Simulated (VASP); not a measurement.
Crystal: CdSe.

```
CELL_PARAMETERS angstrom
4.30000 0.00000 0.00000
-2.15000 3.72391 0.00000
0.00000 0.00000 7.02000
ATOMIC_POSITIONS crystal
Cd 0.66667 0.33333 0.50000
Cd 0.33333 0.66667 0.00000
Se 0.66667 0.33333 0.88500
Se 0.33333 0.66667 0.38500
```

```yaml
Program: VASP 6.6.1
Task: relaxation of cell and atoms
Functional: BLYP
Dispersion: D4
Potentials_or_basis: VASP PAW PBE potentials, release 64 (Cd, Se)
Cutoff: 600 eV
k_mesh: 7 × 7 × 4
Occupations: fermi-dirac, width 0.05 eV
Spin: no spin polarisation
```

At the start: pressure 2.3 GPa; volume 28.10 Å³/atom.

**Question.** How do energy, volume and symmetry change on relaxing?

**Answer.** Over 10 steps the energy falls by 13.6 meV/atom and the volume is 29.29 Å³/atom (+4.2 %); space group P6_3mc (No. 186, to 0.1 Å) before and after.

The path:
```
step  energy change (eV)  largest force (eV/Å)  pressure (GPa)  volume (Å³)
   1              0.0000                0.3201            2.29       112.41
   2             -0.0451                0.0336           -0.72       119.07
   3             -0.0491                0.0934           -0.13       117.49
   4             -0.0491                0.0975           -0.07       117.39
   5             -0.0506                0.0651            0.02       117.16
   6             -0.0516                0.0002            0.19       116.73
   7             -0.0525                0.0024            0.15       116.84
   8             -0.0542                0.0126            0.01       117.16
   9             -0.0544                0.0177           -0.05       117.31
  10             -0.0545                0.0027            0.01       117.18
```

Final structure:
```
Cd Se
1.0
     4.35381    0.00000    0.00000
    -2.17691    3.77051    0.00000
     0.00000    0.00000    7.13791
Cd Se
2 2
Direct
  0.66667 0.33333 0.50536
  0.33333 0.66667 0.00536
  0.66667 0.33333 0.87964
  0.33333 0.66667 0.37964
```

Caveat: the PAW data sets were made with another functional, which shifts forces and pressure a little.
